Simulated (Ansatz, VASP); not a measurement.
## One calculation of Cu, two programs

Contents of INCAR:

```
SYSTEM = Cu
  PREC = Accurate
  ENCUT = 520
  EDIFF = 1E-6
  ISMEAR = -1
  SIGMA = 0.1
  LREAL = .False.
  LASPH = .True.
  NELM = 80
  ALGO = Normal
  ISIF = 2
  LWAVE = .False.
  LCHARG = .False.
  GGA = PE
  NBANDS = 12
```

File KPOINTS:

```
regular mesh
0
Gamma
  14 14 14
  0 0 0
```

File POSCAR:

```
Cu
1.0
    0.0000000000      1.8075000000      1.8075000000
    1.8075000000      0.0000000000      1.8075000000
    1.8075000000      1.8075000000      0.0000000000
Cu
1
Direct
    0.0000000000      0.0000000000      0.0000000000
```

Input for Ansatz:

```yaml
crystal:
  lattice:
    - [0.0, 1.8075, 1.8075]
    - [1.8075, 0.0, 1.8075]
    - [1.8075, 1.8075, 0.0]
  atoms:
    - { symbol: Cu, position: [0.0, 0.0, 0.0] }
basis:
  ecutwfc: 650.0
kpoints:
  mp_grid:
    grid: [14, 14, 14]
hamiltonian:
  xc: pbe
scf:
  occupations:
    method: fermi_dirac
    width: 0.1
output:
  stress: true
```

Alike in both runs: task single point; functional PBE; k mesh 14 × 14 × 14; occupations fermi-dirac, width 0.1 eV; no spin polarisation.

```csv
,VASP,Ansatz
version,VASP 6.6.1,Ansatz 0.2.0
potentials or method,"VASP PAW PBE potentials, release 64 (Cu), cutoff 520 eV","plane waves, PAW"
valence electrons in the cell,11,19
```

```csv
,VASP,Ansatz,Ansatz less VASP
pressure (GPa),2.4,1.8,-0.60
```

VASP's potentials hold 11 valence electrons a cell and Ansatz's 19, so a difference there can come from the potentials and not from the codes.
